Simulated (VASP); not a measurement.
Write the native input for VASP 6.6.1 that does the following.

```yaml
Task: single point
Functional: LDA
Potentials_or_basis: VASP PAW LDA potentials, release 64 (Cu)
Cutoff: 600 eV
k_mesh: 11 × 11 × 11
Occupations: fermi-dirac, width 0.05 eV
Spin: no spin polarisation
Dipole_correction: no
Further_INCAR_settings: ALGO = Normal; EDIFF = 1e-06; NBANDS = 18
```

The structure of Cu lies in POSCAR:

```
Cu
1.0
    1.1935901047     -3.8952046620      0.0000000000
    1.1935901047      3.8952046620      0.0000000000
    0.0000000000      0.0000000000      2.4249610270
Cu
2
Direct
    0.8661333500      0.1338666500      0.7500000000
    0.1338666500      0.8661333500      0.2500000000
```

The input as run:

INCAR

```
PREC = Accurate
ENCUT = 600
EDIFF = 1E-6
ISMEAR = -1
SIGMA = 0.05
LREAL = F
LASPH = T
NELM = 120
ALGO = Normal
ISIF = 2
LWAVE = F
LCHARG = F
NBANDS = 18
GGA_COMPAT = F
```

KPOINTS

```
regular mesh
0
Gamma
  11 11 11
```

Potentials or basis: VASP PAW LDA potentials, release 64 (Cu).

The run is started by

```sh
$ cat potpaw_LDA.64/Cu/POTCAR > POTCAR
$ mpirun -np 1 vasp_std > vasp.out
```

It gave:

The pressure is 3.1 GPa and the largest force is 0.046 eV/Å. The band gap on the k mesh is zero (bands 11 and 12 overlap by 5.62 eV).

Caveat: the cell stands under pressure.

It took 2.5 min on 1 thread of Intel Xeon 8259CL, with other jobs on the host, peak memory 0.22 GiB.
